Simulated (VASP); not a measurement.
Here is a VASP 6.6.1 calculation.

Contents of INCAR:

```
PREC = Accurate ; ENCUT = 520
EDIFF = 1E-6 ; ISMEAR = 0
SIGMA = 0.1 ; LREAL = F
LASPH = T ; NELM = 100
ALGO = Fast ; ISIF = 2
LWAVE = F ; LCHARG = F
GGA = PE ; NBANDS = 12
```

KPOINTS

```
regular mesh
0
Gamma
  16 16 16
```

POSCAR

```
Cd
1.0
    0.0000000000      2.3007314652      2.3007314652
    2.3007314652      0.0000000000      2.3007314652
    2.3007314652      2.3007314652      0.0000000000
Cd
1
Direct
    0.0000000000      0.0000000000      0.0000000000
```

Potentials or basis: VASP PAW PBE potentials, release 64 (Cd).

The run is started by

```sh
$ cat potpaw_PBE.64/Cd/POTCAR > POTCAR
$ mpirun -np 1 vasp_std > vasp.out
```

(1) What does it give for the band gap on the k mesh?

(2) What does it give for the pressure?

Answers

(1) zero (bands 6 and 7 overlap by 3.07 eV).

(2) -1.9 GPa.

Caveat: the cell differs from its parent crystal (strained).
